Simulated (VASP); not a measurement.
# Os (Pm-3n) in VASP: single point with BLYP

Aim: the single point of Os with BLYP.

All numbers are computed with VASP 6.6.1; they aren't measurements. Logs are shortened: lines on timing, memory, paths and dates and some standing lists are left out, and cuts for length are marked.

### 1 The cell of the first run

It takes space group Pm-3n (No. 223, cubic). Conventional cell: a = 4.985 Å, b = 4.985 Å, c = 4.985 Å, α = 90.00°, β = 90.00°, γ = 90.00°. Os (site symmetry m-3) has 12 Os at 2.79 Å within 3.7 Å. Within 3.3 Å of Os (site symmetry -4m2) lie 14 Os at 2.49 to 3.05 Å.

### 2 Single point, BLYP

The input, INCAR:

```
PREC     = Accurate       # precision mode
ENCUT    = 560            # plane-wave cutoff, eV
EDIFF    = 1E-6           # SCF threshold, eV
ISMEAR   = -1             # smearing method
SIGMA    = 0.1            # smearing width, eV
LREAL    = F              # projectors in reciprocal space
LASPH    = T              # aspherical terms in the spheres
NELM     = 120            # most SCF steps
ALGO     = Normal         # electronic algorithm
ISIF     = 2              # what is computed and relaxed
LWAVE    = F              # write WAVECAR
LCHARG   = F              # write CHGCAR
GGA      = B5             # functional
ALDAX    = 1.0          
AGGAX    = 1.0          
AGGAC    = 1.0          
ALDAC    = 0.0          
NBANDS   = 74             # bands
GGA_COMPAT= F
```

The input, KPOINTS:

```
Automatic mesh
0
Gamma
  5 5 5
```

The input, POSCAR:

```
Os
1.0
    4.9850190884      0.0000000000      0.0000000000
    0.0000000000      4.9850190884      0.0000000000
    0.0000000000      0.0000000000      4.9850190884
Os
8
Direct
    1.0000000000      0.0000000000      1.0000000000
    0.5000000000      0.5000000000      0.5000000000
    0.2500000000      0.0000000000      0.5000000000
    0.7500000000      1.0000000000      0.5000000000
    0.5000000000      0.2500000000      1.0000000000
    0.5000000000      0.7500000000      1.0000000000
    0.0000000000      0.5000000000      0.2500000000
    0.0000000000      0.5000000000      0.7500000000
```

Potentials or basis: VASP PAW PBE potentials, release 64 (Os_sv_GW).

Command:

```console
$ cat potpaw_PBE.64/Os_sv_GW/POTCAR > POTCAR
$ mpirun -np 1 vasp_std > vasp.out
```

OUTCAR:

```text
PREC = Accurate
   ENCUT = 560
   EDIFF = 1E-6
   ISMEAR = -1
   LREAL = F
   LASPH = T
   NELM = 120
   ISIF = 2
   GGA = B5

 ion  position               nearest neighbor table
   1  0.000  0.000  0.000-   3 2.79   4 2.79   5 2.79   6 2.79   7 2.79   8 2.79   3 2.79   4 2.79
                             7 2.79   8 2.79   5 2.79   6 2.79
   2  0.500  0.500  0.500-   3 2.79   4 2.79   5 2.79   6 2.79   7 2.79   8 2.79   5 2.79   6 2.79
                             3 2.79   4 2.79   7 2.79   8 2.79
   3  0.250  0.000  0.500-   4 2.49   4 2.49   1 2.79   1 2.79   2 2.79   2 2.79   8 3.05   5 3.05
                             5 3.05   6 3.05   6 3.05   7 3.05   8 3.05   7 3.05
   4  0.750  0.000  0.500-   3 2.49   3 2.49   1 2.79   1 2.79   2 2.79   2 2.79   8 3.05   5 3.05
                             5 3.05   6 3.05   6 3.05   7 3.05   8 3.05   7 3.05
   5  0.500  0.250  0.000-   6 2.49   6 2.49   1 2.79   2 2.79   2 2.79   1 2.79   8 3.05   4 3.05
                             3 3.05   4 3.05   3 3.05   7 3.05   7 3.05   8 3.05
   6  0.500  0.750  0.000-   5 2.49   5 2.49   1 2.79   2 2.79   2 2.79   1 2.79   8 3.05   4 3.05
                             3 3.05   4 3.05   3 3.05   7 3.05   7 3.05   8 3.05
   7  0.000  0.500  0.250-   8 2.49   8 2.49   1 2.79   2 2.79   1 2.79   2 2.79   3 3.05   4 3.05
                             5 3.05   3 3.05   4 3.05   6 3.05   5 3.05   6 3.05
   8  0.000  0.500  0.750-   7 2.49   7 2.49   1 2.79   2 2.79   1 2.79   2 2.79   3 3.05   4 3.05
                             5 3.05   3 3.05   4 3.05   6 3.05   5 3.05   6 3.05

  LATTYP: Found a simple cubic cell.
 ALAT       =     4.9850190884

  Lattice vectors:

 A1 = (   4.9850190884,   0.0000000000,   0.0000000000)
 A2 = (   0.0000000000,   4.9850190884,   0.0000000000)
 A3 = (   0.0000000000,   0.0000000000,   4.9850190884)

Analysis of symmetry for initial positions (statically):
=====================================================================
 Subroutine PRICEL returns:
 Original cell was already a primitive cell.

 Routine SETGRP: Setting up the symmetry group for a
 simple cubic supercell.

 Subroutine GETGRP returns: Found 48 space group operations
 (whereof 24 operations were pure point group operations)
 out of a pool of 48 trial point group operations.

The static configuration has the point symmetry T_h .
 The point group associated with its full space group is O_h .

Analysis of symmetry for dynamics (positions and initial velocities):
=====================================================================
 Subroutine PRICEL returns:
 Original cell was already a primitive cell.

 Routine SETGRP: Setting up the symmetry group for a
 simple cubic supercell.

 Subroutine GETGRP returns: Found 48 space group operations
 (whereof 24 operations were pure point group operations)
 out of a pool of 48 trial point group operations.

The dynamic configuration has the point symmetry T_h .
 The point group associated with its full space group is O_h .

 Subroutine INISYM returns: Found 48 space group operations
 (whereof 24 operations are pure point group operations),
 and found     1 'primitive' translations

----------------------------------------------------------------------------------------

                                     Primitive cell

  volume of cell :     123.8798

  direct lattice vectors                    reciprocal lattice vectors
     4.985019088  0.000000000  0.000000000     0.200601037  0.000000000  0.000000000
     0.000000000  4.985019088  0.000000000     0.000000000  0.200601037  0.000000000
     0.000000000  0.000000000  4.985019088     0.000000000  0.000000000  0.200601037

  length of vectors
     4.985019088  4.985019088  4.985019088     0.200601037  0.200601037  0.200601037

  position of ions in fractional coordinates (direct lattice)
     0.000000000  0.000000000  0.000000000
     0.500000000  0.500000000  0.500000000
     0.250000000  0.000000000  0.500000000
     0.750000000  0.000000000  0.500000000
     0.500000000  0.250000000  0.000000000
     0.500000000  0.750000000  0.000000000
     0.000000000  0.500000000  0.250000000
     0.000000000  0.500000000  0.750000000

  ion indices of the primitive-cell ions
   primitive index   ion index
                 1           1
                 2           2
                 3           3
                 4           4
                 5           5
                 6           6
                 7           7
                 8           8

----------------------------------------------------------------------------------------

 KPOINTS: Automatic mesh

Automatic generation of k-mesh.
 Grid dimensions read from file:
 generate k-points for:    5    5    5

 Generating k-lattice:

  Cartesian coordinates                     Fractional coordinates (reciprocal lattice)
     0.040120207  0.000000000  0.000000000     0.200000000  0.000000000  0.000000000
     0.000000000  0.040120207  0.000000000     0.000000000  0.200000000  0.000000000
     0.000000000  0.000000000  0.040120207     0.000000000  0.000000000  0.200000000

  Length of vectors
     0.040120207  0.040120207  0.040120207

  Shift w.r.t. Gamma in fractional coordinates (k-lattice)
     0.000000000  0.000000000  0.000000000

 Subroutine IBZKPT returns following result:
 ===========================================

 Found     10 irreducible k-points:

 Following reciprocal coordinates:
            Coordinates               Weight
  0.000000  0.000000  0.000000      1.000000
  0.200000  0.000000  0.000000      6.000000
  0.400000  0.000000  0.000000      6.000000
  0.200000  0.200000  0.000000     12.000000
  0.400000  0.200000  0.000000     24.000000
  0.400000  0.400000  0.000000     12.000000
  0.200000  0.200000  0.200000      8.000000
  0.400000  0.200000  0.200000     24.000000
  0.400000  0.400000  0.200000     24.000000
  0.400000  0.400000  0.400000      8.000000
   k-points           NKPTS =     10   k-points in BZ     NKDIM =     10   number of bands    NBANDS=     74
   number of dos      NEDOS =    301   number of ions     NIONS =      8
   total plane-waves  NPLWV =  64000
   dimension x,y,z NGX =    40 NGY =   40 NGZ =   40
   dimension x,y,z NGXF=    80 NGYF=   80 NGZF=   80
   ions per type =               8
   NGX,Y,Z   is equivalent  to a cutoff of  13.34, 13.34, 13.34 a.u.
   NGXF,Y,Z  is equivalent  to a cutoff of  26.68, 26.68, 26.68 a.u.
 SYSTEM =  unknown system
   PREC   = accura    normal or accurate (medium, high low for compatibility)
   ISTART =      0    job   : 0-new  1-cont  2-samecut
   ICHARG =      2    charge: 1-file 2-atom 10-const
   ISPIN  =      1    spin polarized calculation?
   LNONCOLLINEAR =      F non collinear calculations
   LSORBIT =      F    spin-orbit coupling
   LASPH  =      T    aspherical Exc in radial PAW
   ENCUT  =  560.0 eV  41.16 Ry    6.42 a.u.   9.62  9.62  9.62*2*pi/ulx,y,z
   NELM   =    120;   NELMIN=  2; NELMDL= -5     # of ELM steps
   EDIFF  = 0.1E-05   stopping-criterion for ELM
   LREAL  =      F    real-space projection
[... 7 lines left out ...]
   TEBEG  =    0.0;   TEEND  =   0.0 temperature during run
   PSTRESS=    0.0 pullay stress
   NELECT =     128.0000    total number of electrons
   NUPDOWN=      -1.0000    fix difference up-down
   EMIN   =  10.00;   EMAX   =-10.00  energy-range for DOS
   EFERMI =   0.00;   METHOD = LEGACY
   ISMEAR =    -1;   SIGMA  =   0.10  broadening in eV -4-tet -1-fermi 0-gaus
   EFERMI_NEDOS =   21; number of points for ismear=-14 and -15
   IALGO  =     38    algorithm
   IMIX   =      4    mixing-type and parameters
     AMIX     =   0.40;   BMIX     =  1.00
     AMIX_MAG =   1.60;   BMIX_MAG =  1.00
  volume/ion in A,a.u.               =      15.48       104.50
  Fermi-wavevector in a.u.,A,eV,Ry     =   1.655051  3.127593 37.268985  2.739193
  Thomas-Fermi vector in A             =   2.743213
   LORBIT       =      0    0 simple, 1 ext, 2 COOP (PROOUT), +10 PAW based schemes
   GGA     = B5    functional components
   LHFCALC =     F    Hartree Fock is set to
   AEXX    =    0.0000 exact exchange contribution
   IVDW    =     0    specifies the selected vdW correction
   LEPSILON=     F    determine dielectric tensor
   LRPA    =     F    only Hartree local field effects (RPA)
 non-spin polarized calculation
  energy-cutoff  :      560.00
  volume of cell :      123.88
 maximum number of plane-waves:      3759
 NGX is ok and might be reduce to    40
   NGX = 19   NGY = 19   NGZ = 19

 number of electron     128.0000010 magnetization

 Free energy of the ion-electron system (eV)
  ---------------------------------------------------
  ext. energy  EPLUGINS =         0.00000000
  ---------------------------------------------------
  free energy    TOTEN  =       -82.02763867 eV

  energy without entropy =      -81.67689405  energy(sigma->0) =      -81.85226636

 E-fermi :  12.7067     XC(G=0): -13.2675

 val. band max:       12.6635944193   @ k =   0.4000   0.4000   0.0000
 cond. band min:      12.7943838815   @ k =   0.4000   0.2000   0.2000
 fundamental gap:      0.1307894622
 Fermi energy:        12.7067374653

 k-point     1 :       0.0000    0.0000    0.0000
  band No.  band energies     occupation
      1     -73.4213      2.00000
      2     -73.3887      2.00000
      3     -73.3887      2.00000
      4     -73.3210      2.00000
      5     -73.3056      2.00000
      6     -73.2973      2.00000
[... 66 lines left out ...]
     73      14.6267      0.00000
     74      16.4724      0.00000

 k-point     2 :       0.2000    0.0000    0.0000
  band No.  band energies     occupation
      1     -73.4163      2.00000
      2     -73.3902      2.00000
      3     -73.3823      2.00000
      4     -73.3238      2.00000
      5     -73.3070      2.00000
      6     -73.3037      2.00000
[... 608 lines left out ...]
 k-point    10 :       0.4000    0.4000    0.4000
  band No.  band energies     occupation
      1     -73.3656      2.00000
      2     -73.3599      2.00000
      3     -73.3599      2.00000
      4     -73.3335      2.00000
      5     -73.3314      2.00000
      6     -73.3314      2.00000
[... 66 lines left out ...]
     73      14.0612      0.00000
     74      14.2664      0.00000

------------------------ aborting loop because EDIFF is reached ----------------------------------------

  FORCE on cell =-STRESS in cart. coord.  units (eV):
  Direction    XX          YY          ZZ          XY          YZ          ZX
  --------------------------------------------------------------------------------------
  -------------------------------------------------------------------------------------
  Total        0.0341911      0.0341911      0.0341911      0.0000000     -0.0000000      0.0000000
  in kB        0.4422040      0.4422040      0.4422040      0.0000000     -0.0000000      0.0000000
  external PRESSURE =       0.4422040 kB  Pullay stress =       0.0000000 kB

 VOLUME and BASIS-vectors are now :
 -----------------------------------------------------------------------------
  energy-cutoff  :      560.00
  volume of cell :      123.88
      direct lattice vectors                 reciprocal lattice vectors
     4.985019088  0.000000000  0.000000000     0.200601037  0.000000000  0.000000000
     0.000000000  4.985019088  0.000000000     0.000000000  0.200601037  0.000000000
     0.000000000  0.000000000  4.985019088     0.000000000  0.000000000  0.200601037

 POSITION                                       TOTAL-FORCE (eV/Angst)
 -----------------------------------------------------------------------------------
      0.00000      0.00000      0.00000         0.000000     -0.000000      0.000000
      2.49251      2.49251      2.49251         0.000000     -0.000000      0.000000
      1.24625      0.00000      2.49251         0.000000     -0.000000     -0.000000
      3.73876      0.00000      2.49251        -0.000000      0.000000      0.000000
      2.49251      1.24625      0.00000        -0.000000      0.000000     -0.000000
      2.49251      3.73876      0.00000         0.000000     -0.000000      0.000000
      0.00000      2.49251      1.24625        -0.000000     -0.000000      0.000000
      0.00000      2.49251      3.73876         0.000000      0.000000     -0.000000
 -----------------------------------------------------------------------------------
    total drift:                                0.000000     -0.000000      0.000000

  FREE ENERGIE OF THE ION-ELECTRON SYSTEM (eV)
  ---------------------------------------------------
  free  energy   TOTEN  =       -82.0276386674 eV

  energy  without entropy=      -81.6768940505  energy(sigma->0) =      -81.85226636
```

Run time: 3.1 min. Hardware: 1 thread of Intel Xeon Platinum 8259CL at 2.50GHz (Skylake/Cascade Lake), shared host; peak memory 0.27 GiB.

What came out:

```
Free energy            : -82.0276 eV
Pressure               : 0.0 GPa
Band gap on the k mesh : zero (bands 64 and 65 overlap by 0.46 eV)
```

Levels at points of the mesh, in eV from the Fermi level:
| k point | band 60 | band 61 | band 62 | band 63 | band 64 | band 65 | band 66 | band 67 | band 68 | band 69 |
| --- | --- | --- | --- | --- | --- | --- | --- | --- | --- | --- |
| (0.00, 0.00, 0.00) | -0.75 | -0.63 | -0.63 | -0.63 | -0.33 | -0.33 | 0.42 | 0.42 | 1.28 | 1.28 |

Caveat: the PAW data sets were made with another functional, which shifts forces and pressure a little; spin-orbit coupling is left out, which moves the levels of the heavy elements.

The gap in the log of VASP goes by the Fermi energy; the results here count the filled bands.